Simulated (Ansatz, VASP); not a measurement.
## AgCl: VASP beside Ansatz

File INCAR:

```
PREC     = Accurate       # precision mode
ENCUT    = 520            # plane-wave cutoff, eV
EDIFF    = 1E-6           # SCF threshold, eV
ISMEAR   = 0              # smearing method
SIGMA    = 0.05           # smearing width, eV
LREAL    = F              # projectors in reciprocal space
LASPH    = T              # aspherical terms in the spheres
NELM     = 60             # most SCF steps
ALGO     = Normal         # electronic algorithm
ISIF     = 2              # what is computed and relaxed
LWAVE    = F              # write WAVECAR
LCHARG   = T              # write CHGCAR
GGA      = PE             # functional
LELF     = T              # ELF
LVHAR    = T            
NBANDS   = 16             # bands
```

KPOINTS

```
Automatic mesh
0
Gamma
  8 8 8
```

Contents of POSCAR:

```
AgCl
1.0
    0.0000000000      2.5815410227      3.0305046789
    2.5815410227      0.0000000000      3.0305046789
    2.5815410227      2.5815410227      0.0000000000
Ag Cl
1 1
Direct
    0.5000000000      0.5000000000      0.5000000000
    0.0000000000      0.0000000000      0.0000000000
```

Input for Ansatz:

```yaml
crystal:
  lattice:
    - [0.0, 2.5815410227, 3.0305046789]
    - [2.5815410227, 0.0, 3.0305046789]
    - [2.5815410227, 2.5815410227, 0.0]
  atoms:
    - { symbol: Ag, position: [0.5, 0.5, 0.5] }
    - { symbol: Cl, position: [0.0, 0.0, 0.0] }
basis:
  ecutwfc: 420
kpoints:
  mp_grid: { grid: [8, 8, 8] }
hamiltonian:
  xc: pbe
scf:
  occupations: { method: gaussian, width: 0.05 }
output:
  forces: true
  stress: true
  eigenvalues: true
```

Change from the starting cell: strain -0.080 along x and y, +0.080 along z, atoms carried along.

Alike in both runs: task single point; functional PBE; k mesh 8 × 8 × 8; occupations gaussian, width 0.05 eV; no spin polarisation.

```csv
,VASP,Ansatz
version,VASP 6.6.1,Ansatz 0.2.0
potentials or method,"VASP PAW PBE potentials, release 64 (Ag, Cl), cutoff 520 eV","scalar-relativistic, plane waves, PAW"
valence electrons in the cell,18,26
```

```csv
,VASP,Ansatz,Ansatz less VASP
gap on the k mesh at the Fermi level (eV),0.47,0.48,+0.003
least direct gap on the mesh (eV),3.41,3.40,-0.009
pressure (GPa),7.4,7.6,+0.16
"traceless stress, the component that is largest in VASP (GPa)",-5.48,-5.55,-0.069
```

VASP's potentials hold 18 valence electrons a cell and Ansatz's 26, so a difference there can come from the potentials and not from the codes.
